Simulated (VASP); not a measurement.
**C: single point with PBEsol**

Crystal: C.

```xyz
2
Lattice="0.0198 1.7700 1.7700 1.7700 0.0198 1.7700 1.7700 1.7700 0.0198" Properties=species:S:1:pos:R:3 pbc="T T T"
C     0.0007    0.0007    0.0007
C     0.8893    0.8893    0.8893
```

This cell differs from its parent crystal: strained cell.

* Program: VASP 6.6.1
* Task: single point
* Functional: PBEsol
* Potentials or basis: VASP PAW PBE potentials, release 64 (C)
* Cutoff: 600 eV
* k mesh: 9 × 9 × 9
* Occupations: gaussian, width 0.02 eV
* Spin: no spin polarisation

The pressure is 14.2 GPa, the largest force is 0.004 eV/Å and the band gap on the k mesh is 4.09 eV, indirect (least direct gap 5.29 eV).

Forces in eV/Å, atoms in the order of the input:
```
C    0.003  0.003  0.003
C   -0.003 -0.003 -0.003
```

Stress tensor (GPa, compression positive):
```
14.25 -6.87 -6.87
-6.87 14.25 -6.87
-6.87 -6.87 14.25
```

Levels at points of the mesh, in eV from the valence-band top:
```
           k point  band 2  band 3  band 4  band 5  band 6  band 7
(0.00, 0.00, 0.00)   -0.09    0.00    0.00    5.29    5.78    5.78
```

Wall time 21 s on 1 thread of AMD EPYC 7R43 64-Core Processor (Zen 3), on a shared host, peak memory 0.09 GiB.

Caveat: the cell differs from its parent crystal (strained cell); the PAW data sets were made with another functional, which shifts forces and pressure a little. A k mesh can miss the band edges.
